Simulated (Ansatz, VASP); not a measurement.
## Zn: VASP beside Ansatz

```xyz
2
Lattice="2.8131 0.0000 0.0000 -1.4066 2.4363 0.0000 0.0000 0.0000 4.4388" Properties=species:S:1:pos:R:3 pbc="T T T"
Zn    0.0000    1.6242    1.1097
Zn    1.4066    0.8121    3.3291
```

Alike in both runs: task single point; functional PBE; k mesh 24 × 24 × 12; occupations gaussian, width 0.15 eV; no spin polarisation.

```csv
,VASP,Ansatz
version,VASP 6.6.1,Ansatz 0.2.0
potentials or method,"VASP PAW PBE potentials, release 64 (Zn), cutoff 520 eV","scalar-relativistic, plane waves, PAW"
valence electrons in the cell,24,24
```

VASP gave:

- gap on the k mesh at the Fermi level (eV): none
- pressure (GPa): -1.1
- traceless stress, the component that is largest in VASP (GPa): 0.96

What did Ansatz give for the same quantities?

gap on the k mesh at the Fermi level (eV): none; pressure (GPa): -1.1; traceless stress, the component that is largest in VASP (GPa): 0.92.

A gap of «none» marks a metal or a gap that the smearing closes.
